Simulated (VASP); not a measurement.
Write the native input for VASP 6.6.1 that does the following.

| Item | Value |
| --- | --- |
| Task | single point |
| Functional | BLYP |
| Potentials or basis | VASP PAW PBE potentials, release 64 (Rh_pv) |
| Cutoff | 520 eV |
| k mesh | 15 × 15 × 15 |
| Occupations | fermi-dirac, width 0.1 eV |
| Spin | no spin polarisation |
| Dipole correction | no |
| Further INCAR settings | ALGO = Normal; EDIFF = 1e-06; NBANDS = 14 |

The structure of Rh lies in POSCAR:

```
Rh
1.0
   -1.5645827244      1.5645827244      1.5645827244
    1.5645827244     -1.5645827244      1.5645827244
    1.5645827244      1.5645827244     -1.5645827244
Rh
1
Direct
    0.0000000000      0.0000000000      0.0000000000
```

One way to write it, as run:

INCAR

```
PREC     = Accurate       # precision mode
ENCUT    = 520            # plane-wave cutoff, eV
EDIFF    = 1E-6           # SCF threshold, eV
ISMEAR   = -1             # smearing method
SIGMA    = 0.1            # smearing width, eV
LREAL    = False          # projectors in reciprocal space
LASPH    = True           # aspherical terms in the spheres
NELM     = 60             # most SCF steps
ALGO     = Normal         # electronic algorithm
ISIF     = 2              # what is computed and relaxed
LWAVE    = False          # write WAVECAR
LCHARG   = False          # write CHGCAR
GGA      = B5             # functional
ALDAX    = 1.0          
AGGAX    = 1.0          
AGGAC    = 1.0          
ALDAC    = 0.0          
NBANDS   = 14             # bands
```

KPOINTS

```
regular mesh
0
Gamma
  15 15 15
```

Potentials or basis: VASP PAW PBE potentials, release 64 (Rh_pv).

The run is started by

```bash
$ cat potpaw_PBE.64/Rh_pv/POTCAR > POTCAR
$ mpirun -np 1 vasp_std > vasp.out
```

Results of the run:

```json
{"Pressure": "0.5 GPa"}
```

Caveat: the PAW data sets were made with another functional, which shifts forces and pressure a little.

Run time: 14 s on 1 thread of Intel Xeon 6975P-C (shared host), peak memory 0.14 GiB.
